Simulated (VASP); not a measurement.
# ZrS2 (P-3m1) in VASP: notebook

The runs below take ZrS2 through relaxation of the atoms, with PBEsol.

Program: VASP 6.6.1. These are calculated values, not measurements. Logs are shortened: lines on timing, memory, paths and dates and some standing lists are left out, and cuts for length are marked.

## 1. The cell of the first run

The structure is trigonal, space group P-3m1 (No. 164). Conventional cell: a = 3.627 Å, b = 3.627 Å, c = 5.946 Å, α = 90.00°, β = 90.00°, γ = 120.00°. Zr (site symmetry -3m) has 6 S at 2.56 Å within 3.4 Å. Within 3.4 Å of S (site symmetry 3m) lie 3 Zr at 2.56 Å.

## 2. Relaxation of the atoms, PBEsol (strain along c alone, the other axes held: +1.0 %)

File INCAR:

```
SYSTEM = ZrS2
PREC     = Accurate       ! precision mode
ENCUT    = 450            ! plane-wave cutoff, eV
EDIFF    = 1E-7           ! SCF threshold, eV
ISMEAR   = 0              ! smearing method
SIGMA    = 0.02           ! smearing width, eV
LREAL    = .FALSE.        ! projectors in reciprocal space
LASPH    = .TRUE.         ! aspherical terms in the spheres
NELM     = 120            ! most SCF steps
ALGO     = Normal         ! electronic algorithm
ISIF     = 2              ! what is computed and relaxed
LWAVE    = .FALSE.        ! write WAVECAR
LCHARG   = .FALSE.        ! write CHGCAR
GGA      = PS             ! functional
IBRION   = 2              ! ionic algorithm
NSW      = 60             ! ionic steps
EDIFFG   = -0.008         ! ionic threshold
GGA_COMPAT= .FALSE.      
NELMIN   = 4
```

File KPOINTS:

```
regular mesh
0
G
  12 12 6
  0 0 0
```

File POSCAR:

```
ZrS2
1.0
    3.6273720858      0.0000000000      0.0000000000
   -1.8136860429      3.1413963753      0.0000000000
    0.0000000000      0.0000000000      5.9456287760
Zr S
1 2
Direct
    0.0000000000      0.0000000000      0.0000000000
    0.6666666667      0.3333333333      0.7531561001
    0.3333333333      0.6666666667      0.2468438999
```

Potentials or basis: VASP PAW PBE potentials, release 64 (Zr_sv, S).

The run is started by

```bash
> cat potpaw_PBE.64/Zr_sv/POTCAR potpaw_PBE.64/S/POTCAR > POTCAR
> mpirun -np 1 vasp_std > vasp.out
```

OUTCAR:

```text
SYSTEM = ZrS2
   PREC = Accurate
   ENCUT = 450
   EDIFF = 1E-7
   ISMEAR = 0
   LREAL = .FALSE.
   LASPH = .TRUE.
   NELM = 120
   ISIF = 2
   GGA = PS
   IBRION = 2
   NSW = 60
   EDIFFG = -0.008
   NELMIN = 4

 ion  position               nearest neighbor table
   1  0.000  0.000  0.000-   2 2.56   3 2.56   2 2.56   3 2.56   2 2.56   3 2.56
   2  0.667  0.333  0.753-   1 2.56   1 2.56   1 2.56
   3  0.333  0.667  0.247-   1 2.56   1 2.56   1 2.56

  LATTYP: Found a hexagonal cell.
 ALAT       =     3.6273720858
 C/A-ratio  =     1.6391008795

  Lattice vectors:

 A1 = (   3.6273720858,   0.0000000000,   0.0000000000)
 A2 = (  -1.8136860429,   3.1413963753,   0.0000000000)
 A3 = (   0.0000000000,   0.0000000000,   5.9456287760)

Analysis of symmetry for initial positions (statically):
=====================================================================
 Subroutine PRICEL returns:
 Original cell was already a primitive cell.

 Routine SETGRP: Setting up the symmetry group for a
 hexagonal supercell.

 Subroutine GETGRP returns: Found 12 space group operations
 (whereof 12 operations were pure point group operations)
 out of a pool of 24 trial point group operations.

The static configuration has the point symmetry D_3d.

Analysis of symmetry for dynamics (positions and initial velocities):
=====================================================================
 Subroutine PRICEL returns:
 Original cell was already a primitive cell.

 Routine SETGRP: Setting up the symmetry group for a
 hexagonal supercell.

 Subroutine GETGRP returns: Found 12 space group operations
 (whereof 12 operations were pure point group operations)
 out of a pool of 24 trial point group operations.

The dynamic configuration has the point symmetry D_3d.

 Subroutine INISYM returns: Found 12 space group operations
 (whereof 12 operations are pure point group operations),
 and found     1 'primitive' translations

----------------------------------------------------------------------------------------

                                     Primitive cell

  volume of cell :      67.7505

  direct lattice vectors                    reciprocal lattice vectors
     3.627372086  0.000000000  0.000000000     0.275681672  0.159164887  0.000000000
    -1.813686043  3.141396375  0.000000000     0.000000000  0.318329775  0.000000000
[... 96 lines left out ...]
   TEBEG  =    0.0;   TEEND  =   0.0 temperature during run
   PSTRESS=    0.0 pullay stress
   NELECT =      24.0000    total number of electrons
   NUPDOWN=      -1.0000    fix difference up-down
   EMIN   =  10.00;   EMAX   =-10.00  energy-range for DOS
   EFERMI =   0.00;   METHOD = LEGACY
   ISMEAR =     0;   SIGMA  =   0.02  broadening in eV -4-tet -1-fermi 0-gaus
   EFERMI_NEDOS =   21; number of points for ismear=-14 and -15
   IALGO  =     38    algorithm
   IMIX   =      4    mixing-type and parameters
     AMIX     =   0.40;   BMIX     =  1.00
     AMIX_MAG =   1.60;   BMIX_MAG =  1.00
  volume/ion in A,a.u.               =      22.58       152.40
  Fermi-wavevector in a.u.,A,eV,Ry     =   1.158353  2.188970 18.256057  1.341782
  Thomas-Fermi vector in A             =   2.294956
   LORBIT       =      0    0 simple, 1 ext, 2 COOP (PROOUT), +10 PAW based schemes
   GGA     = PS    functional components
   LHFCALC =     F    Hartree Fock is set to
   AEXX    =    0.0000 exact exchange contribution
   IVDW    =     0    specifies the selected vdW correction
   LEPSILON=     F    determine dielectric tensor
   LRPA    =     F    only Hartree local field effects (RPA)
 conjugate gradient relaxation of ions
 non-spin polarized calculation
 Gauss-broadening in eV      SIGMA  =   0.02
  energy-cutoff  :      450.00
  volume of cell :       67.75
 maximum number of plane-waves:      1496
 NGX is ok and might be reduce to    28
   NGX = 13   NGY = 13   NGZ = 21

--------------------------------------- Ionic step        1  -------------------------------------------

 number of electron      24.0000001 magnetization

 Free energy of the ion-electron system (eV)
  ---------------------------------------------------
  ext. energy  EPLUGINS =         0.00000000
  ---------------------------------------------------
  free energy    TOTEN  =       -22.55825153 eV

  energy without entropy =      -22.55825153  energy(sigma->0) =      -22.55825153

------------------------ aborting loop because EDIFF is reached ----------------------------------------

  FORCE on cell =-STRESS in cart. coord.  units (eV):
  Direction    XX          YY          ZZ          XY          YZ          ZX
  --------------------------------------------------------------------------------------
  -------------------------------------------------------------------------------------
  Total       -0.2558537     -0.2558537     -0.4852863     -0.0000000      0.0000000     -0.0000000
  in kB       -6.0504771     -6.0504771    -11.4761434     -0.0000000      0.0000000     -0.0000000
  external PRESSURE =      -7.8590326 kB  Pullay stress =       0.0000000 kB
[... 61 lines left out ...]
--------------------------------------- Ionic step        3  -------------------------------------------

 number of electron      23.9999999 magnetization

 Free energy of the ion-electron system (eV)
  ---------------------------------------------------
  ext. energy  EPLUGINS =         0.00000000
  ---------------------------------------------------
  free energy    TOTEN  =       -22.55999208 eV

  energy without entropy =      -22.55999208  energy(sigma->0) =      -22.55999208

 E-fermi :   4.8072     XC(G=0):  -9.7849

 val. band max:        4.5842187039   @ k =   0.0833  -0.0000   0.0000
 cond. band min:       5.3956998837   @ k =   0.5000   0.0000   0.5000
 fundamental gap:      0.8114811799
 Fermi energy:         4.8071523488

 k-point     1 :       0.0000    0.0000    0.0000
  band No.  band energies     occupation
      1     -44.1801      2.00000
      2     -22.2994      2.00000
      3     -22.1281      2.00000
      4     -22.1281      2.00000
      5      -8.1578      2.00000
      6      -6.6475      2.00000
[... 433 lines left out ...]
      3     -22.2051      2.00000
      4     -22.1446      2.00000
      5      -7.8261      2.00000
      6      -6.7722      2.00000
[... 8 lines left out ...]
     15       7.4338      0.00000
     16       9.1682      0.00000

 [... further k-points ...]

------------------------ aborting loop because EDIFF is reached ----------------------------------------

  FORCE on cell =-STRESS in cart. coord.  units (eV):
  Direction    XX          YY          ZZ          XY          YZ          ZX
  --------------------------------------------------------------------------------------
  -------------------------------------------------------------------------------------
  Total       -0.0196974     -0.0196974     -0.0968413      0.0000000      0.0000000      0.0000000
  in kB       -0.4658072     -0.4658072     -2.2901217      0.0000000      0.0000000      0.0000000
  external PRESSURE =      -1.0739120 kB  Pullay stress =       0.0000000 kB
[... 18 lines left out ...]
  FREE ENERGIE OF THE ION-ELECTRON SYSTEM (eV)
  ---------------------------------------------------
  free  energy   TOTEN  =       -22.5599920808 eV

  energy  without entropy=      -22.5599920808  energy(sigma->0) =      -22.55999208

 reached required accuracy - stopping structural energy minimisation
```

CONTCAR:

```text
ZrS2
   1.00000000000000
     3.6273720857999998    0.0000000000000000    0.0000000000000000
    -1.8136860428999999    3.1413963752999998    0.0000000000000000
     0.0000000000000000    0.0000000000000000    5.9456287760000004
  Zr              S
     1     2
Direct
     0.0000000000000000    0.0000000000000000    0.0000000000000000
     0.6666666667000030    0.3333333332999970    0.7551889146047253
     0.3333333332999970    0.6666666667000030    0.2448110853952747

  0.00000000E+00  0.00000000E+00  0.00000000E+00
  0.00000000E+00  0.00000000E+00  0.00000000E+00
  0.00000000E+00  0.00000000E+00  0.00000000E+00
```

Run time: 2.4 min. Hardware: 1 thread of Intel Xeon Platinum 8259CL at 2.50GHz (Skylake/Cascade Lake), shared host; peak memory 0.24 GiB.

What came out:

| Item | Value |
| --- | --- |
| Free energy | -22.5600 eV |
| Energy gained by relaxing | 0.6 meV/atom |
| Ionic steps | 3 |
| Pressure after relaxing | -0.1 GPa |
| Band gap on the k mesh | 0.81 eV (least direct gap 1.59 eV) |

Forces on the atoms (eV/Å):
```
Zr   0.000  0.000  0.000
S    0.000  0.000  0.003
S    0.000  0.000 -0.003
```

Stress tensor (GPa, compression positive):
```
-0.05  0.00  0.00
 0.00 -0.05  0.00
 0.00  0.00 -0.23
```

The path:
```tsv
step	energy change (eV)	largest force (eV/Å)	pressure (GPa)
1	0.0000	0.1405	-0.79
2	-0.0014	0.0635	-0.41
3	-0.0017	0.0027	-0.11
```

Final structure:
```
Zr S
1.0
     3.62737    0.00000    0.00000
    -1.81369    3.14140    0.00000
     0.00000    0.00000    5.94563
Zr S
1 2
Direct
  0.00000 0.00000 0.00000
  0.66667 0.33333 0.75519
  0.33333 0.66667 0.24481
```

Levels at points of the mesh, in eV from the valence-band top:
```csv
k point,band 10,band 11,band 12,band 13,band 14,band 15
"(0.00, 0.00, 0.00)",-0.03,-0.03,-0.03,1.57,1.57,2.27
"(0.50, 0.00, 0.00)",-2.49,-1.85,-1.16,1.03,3.40,3.74
"(0.00, 0.00, 0.50)",-1.84,-0.16,-0.16,1.54,1.54,2.70
"(0.50, 0.00, 0.50)",-2.39,-0.91,-0.81,0.81,3.39,3.73
```

Caveat: the cell differs from its parent crystal (strain along c alone, the other axes held: +1.0 %); the PAW data sets were made with another functional, which shifts forces and pressure a little; this functional lacks dispersion, which binds layers or chains, so the pressure and a relaxed spacing across them are unreliable. A k mesh can miss the band edges.

## 3. Relaxation of the atoms, PBEsol (strain along c alone, the other axes held: +3.0 %)

File INCAR:

```
PREC     = Accurate       # precision mode
ENCUT    = 450            # plane-wave cutoff, eV
EDIFF    = 1E-7           # SCF threshold, eV
ISMEAR   = 0              # smearing method
SIGMA    = 0.02           # smearing width, eV
LREAL    = False          # projectors in reciprocal space
LASPH    = True           # aspherical terms in the spheres
NELM     = 120            # most SCF steps
ALGO     = Normal         # electronic algorithm
ISIF     = 2              # what is computed and relaxed
LWAVE    = False          # write WAVECAR
LCHARG   = False          # write CHGCAR
GGA      = PS             # functional
IBRION   = 2              # ionic algorithm
NSW      = 60             # ionic steps
EDIFFG   = -0.008         # ionic threshold
GGA_COMPAT= False        
NELMIN   = 4
```

File KPOINTS:

```
regular mesh
0
Gamma
  12 12 6
```

File POSCAR:

```
ZrS2
1.0
    3.6273720858      0.0000000000      0.0000000000
   -1.8136860429      3.1413963753      0.0000000000
    0.0000000000      0.0000000000      6.0633639992
Zr S
1 2
Direct
    0.0000000000      0.0000000000      0.0000000000
    0.6666666667      0.3333333333      0.7578679917
    0.3333333333      0.6666666667      0.2421320083
```

Potentials or basis: VASP PAW PBE potentials, release 64 (Zr_sv, S).

The run is started by

```bash
> cat potpaw_PBE.64/Zr_sv/POTCAR potpaw_PBE.64/S/POTCAR > POTCAR
> mpirun -np 1 vasp_std > vasp.out
```

OUTCAR:

```text
PREC = Accurate
   ENCUT = 450
   EDIFF = 1E-7
   ISMEAR = 0
   LREAL = False
   LASPH = True
   NELM = 120
   ISIF = 2
   GGA = PS
   IBRION = 2
   NSW = 60
   EDIFFG = -0.008
   NELMIN = 4

 ion  position               nearest neighbor table
   1  0.000  0.000  0.000-   2 2.56   3 2.56   2 2.56   3 2.56   2 2.56   3 2.56
   2  0.667  0.333  0.758-   1 2.56   1 2.56   1 2.56
   3  0.333  0.667  0.242-   1 2.56   1 2.56   1 2.56

  LATTYP: Found a hexagonal cell.
 ALAT       =     3.6273720858
 C/A-ratio  =     1.6715583226

  Lattice vectors:

 A1 = (   3.6273720858,   0.0000000000,   0.0000000000)
 A2 = (  -1.8136860429,   3.1413963753,   0.0000000000)
 A3 = (   0.0000000000,   0.0000000000,   6.0633639992)

Analysis of symmetry for initial positions (statically):
=====================================================================
 Subroutine PRICEL returns:
 Original cell was already a primitive cell.

 Routine SETGRP: Setting up the symmetry group for a
 hexagonal supercell.

 Subroutine GETGRP returns: Found 12 space group operations
 (whereof 12 operations were pure point group operations)
 out of a pool of 24 trial point group operations.

The static configuration has the point symmetry D_3d.

Analysis of symmetry for dynamics (positions and initial velocities):
=====================================================================
 Subroutine PRICEL returns:
 Original cell was already a primitive cell.

 Routine SETGRP: Setting up the symmetry group for a
 hexagonal supercell.

 Subroutine GETGRP returns: Found 12 space group operations
 (whereof 12 operations were pure point group operations)
 out of a pool of 24 trial point group operations.

The dynamic configuration has the point symmetry D_3d.

 Subroutine INISYM returns: Found 12 space group operations
[... 127 lines left out ...]
   IVDW    =     0    specifies the selected vdW correction
   LEPSILON=     F    determine dielectric tensor
   LRPA    =     F    only Hartree local field effects (RPA)
 conjugate gradient relaxation of ions
 non-spin polarized calculation
 Gauss-broadening in eV      SIGMA  =   0.02
  energy-cutoff  :      450.00
  volume of cell :       69.09
 maximum number of plane-waves:      1521
 NGX is ok and might be reduce to    28
   NGX = 13   NGY = 13   NGZ = 21

--------------------------------------- Ionic step        1  -------------------------------------------

 number of electron      24.0000002 magnetization

 Free energy of the ion-electron system (eV)
  ---------------------------------------------------
  ext. energy  EPLUGINS =         0.00000000
  ---------------------------------------------------
  free energy    TOTEN  =       -22.55590469 eV

  energy without entropy =      -22.55590469  energy(sigma->0) =      -22.55590469

------------------------ aborting loop because EDIFF is reached ----------------------------------------

  FORCE on cell =-STRESS in cart. coord.  units (eV):
  Direction    XX          YY          ZZ          XY          YZ          ZX
  --------------------------------------------------------------------------------------
  -------------------------------------------------------------------------------------
  Total       -0.2544947     -0.2544947     -0.5898423      0.0000000      0.0000000      0.0000000
  in kB       -5.9014779     -5.9014779    -13.6778565      0.0000000      0.0000000      0.0000000
  external PRESSURE =      -8.4936041 kB  Pullay stress =       0.0000000 kB
[... 61 lines left out ...]
--------------------------------------- Ionic step        3  -------------------------------------------

 number of electron      24.0000001 magnetization

 Free energy of the ion-electron system (eV)
  ---------------------------------------------------
  ext. energy  EPLUGINS =         0.00000000
  ---------------------------------------------------
  free energy    TOTEN  =       -22.55757245 eV

  energy without entropy =      -22.55757245  energy(sigma->0) =      -22.55757245

 E-fermi :   4.5604     XC(G=0):  -9.6587

 val. band max:        4.3352119315   @ k =   0.0000   0.0000   0.0000
 cond. band min:       5.1875330402   @ k =   0.5000   0.0000   0.5000
 fundamental gap:      0.8523211088
 Fermi energy:         4.5604289971

 k-point     1 :       0.0000    0.0000    0.0000
  band No.  band energies     occupation
      1     -44.3975      2.00000
      2     -22.5161      2.00000
      3     -22.3449      2.00000
      4     -22.3449      2.00000
      5      -8.3375      2.00000
      6      -6.8892      2.00000
[... 433 lines left out ...]
      3     -22.4218      2.00000
      4     -22.3614      2.00000
      5      -8.0134      2.00000
      6      -6.9989      2.00000
[... 8 lines left out ...]
     15       7.2090      0.00000
     16       8.9298      0.00000

 [... further k-points ...]

------------------------ aborting loop because EDIFF is reached ----------------------------------------

  FORCE on cell =-STRESS in cart. coord.  units (eV):
  Direction    XX          YY          ZZ          XY          YZ          ZX
  --------------------------------------------------------------------------------------
  -------------------------------------------------------------------------------------
  Total       -0.0177440     -0.0177440     -0.1933200      0.0000000      0.0000000     -0.0000000
  in kB       -0.4114663     -0.4114663     -4.4828978      0.0000000      0.0000000     -0.0000000
  external PRESSURE =      -1.7686101 kB  Pullay stress =       0.0000000 kB
[... 18 lines left out ...]
  FREE ENERGIE OF THE ION-ELECTRON SYSTEM (eV)
  ---------------------------------------------------
  free  energy   TOTEN  =       -22.5575724530 eV

  energy  without entropy=      -22.5575724530  energy(sigma->0) =      -22.55757245

 reached required accuracy - stopping structural energy minimisation
```

CONTCAR:

```text
ZrS2
   1.00000000000000
     3.6273720857999998    0.0000000000000000    0.0000000000000000
    -1.8136860428999999    3.1413963752999998    0.0000000000000000
     0.0000000000000000    0.0000000000000000    6.0633639991999999
  Zr              S
     1     2
Direct
     0.0000000000000000    0.0000000000000000    0.0000000000000000
     0.6666666667000030    0.3333333332999970    0.7598706874409156
     0.3333333332999970    0.6666666667000030    0.2401293125590844

  0.00000000E+00  0.00000000E+00  0.00000000E+00
  0.00000000E+00  0.00000000E+00  0.00000000E+00
  0.00000000E+00  0.00000000E+00  0.00000000E+00
```

Run time: 1.7 min. Hardware: 1 thread of Oxide Virtual Turin-like, shared host; peak memory 0.2 GiB.

What came out:

```
Free energy               : -22.5576 eV
Energy gained by relaxing : 0.6 meV/atom
Ionic steps               : 3
Pressure after relaxing   : -0.2 GPa
Band gap on the k mesh    : 0.85 eV (least direct gap 1.60 eV)
```

Step by step:
```csv
step,energy change (eV),largest force (eV/Å),pressure (GPa)
1,0.0000,0.1371,-0.85
2,-0.0013,0.0624,-0.48
3,-0.0017,0.0004,-0.18
```

Final structure:
```cif
data_structure
_symmetry_space_group_name_H-M 'P 1'
_symmetry_Int_Tables_number 1
_cell_length_a 3.6274
_cell_length_b 3.6274
_cell_length_c 6.0634
_cell_angle_alpha 90.000
_cell_angle_beta 90.000
_cell_angle_gamma 120.000
_cell_volume 69.09
loop_
_atom_site_label
_atom_site_type_symbol
_atom_site_fract_x
_atom_site_fract_y
_atom_site_fract_z
_atom_site_occupancy
Zr1 Zr 0.00000 0.00000 0.00000 1
S1 S 0.66667 0.33333 0.75987 1
S2 S 0.33333 0.66667 0.24013 1
```

Levels at points of the mesh, in eV from the valence-band top:
```
           k point  band 9  band 10  band 11  band 12  band 13  band 14  band 15  band 16
(0.00, 0.00, 0.00)   -2.73    -0.11     0.00     0.00     1.60     1.60     2.30     5.08
(0.50, 0.00, 0.00)   -2.51    -2.46    -1.74    -1.10     1.06     3.43     3.77     5.85
(0.00, 0.00, 0.50)   -2.70    -1.73    -0.10    -0.10     1.58     1.58     2.73     5.37
(0.50, 0.00, 0.50)   -2.58    -2.37    -0.89    -0.85     0.85     3.42     3.76     5.43
```

Caveat: the cell differs from its parent crystal (strain along c alone, the other axes held: +3.0 %); the PAW data sets were made with another functional, which shifts forces and pressure a little; this functional lacks dispersion, which binds layers or chains, so the pressure and a relaxed spacing across them are unreliable.
